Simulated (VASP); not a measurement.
Input of a VASP 6.6.1 run:

File INCAR:

```
SYSTEM = Sr
  ALGO = Normal
  EDIFF = 1E-8
  ENCUT = 520
  GGA = CA
  ISIF = 2
  ISMEAR = -1
  LASPH = .True.
  LCHARG = .False.
  LEFG = .True.
  LREAL = .False.
  LWAVE = .False.
  NBANDS = 17
  NELM = 60
  PREC = Accurate
  SIGMA = 0.08
```

Contents of KPOINTS:

```
k-points
0
Gamma
  10 10 5
  0 0 0
```

POSCAR

```
Sr
1.0
    4.2810731731      0.0000000000      0.0000000000
   -2.1405365866      3.7075181234      0.0000000000
    0.0000000000      0.0000000000      7.0026831381
Sr
2
Direct
    0.3333333333      0.6666666667      0.2500000000
    0.6666666667      0.3333333333      0.7500000000
```

Potentials or basis: VASP PAW LDA potentials, release 64 (Sr_sv).

The run is started by

```bash
$ cat potpaw_LDA.64/Sr_sv/POTCAR > POTCAR
$ mpirun -np 1 vasp_std > vasp.out
```

(1) What does it give for the band gap on the k mesh?

(2) Predict the pressure.

Answers

(1) zero (band 10 reaches 1.51 eV, above the bottom of band 11 at 1.39 eV).

(2) -1.4 GPa.

Caveat: without QUAD_EFG the Cq values of the log hold for a quadrupole moment of 1 mb, not for the nuclei.
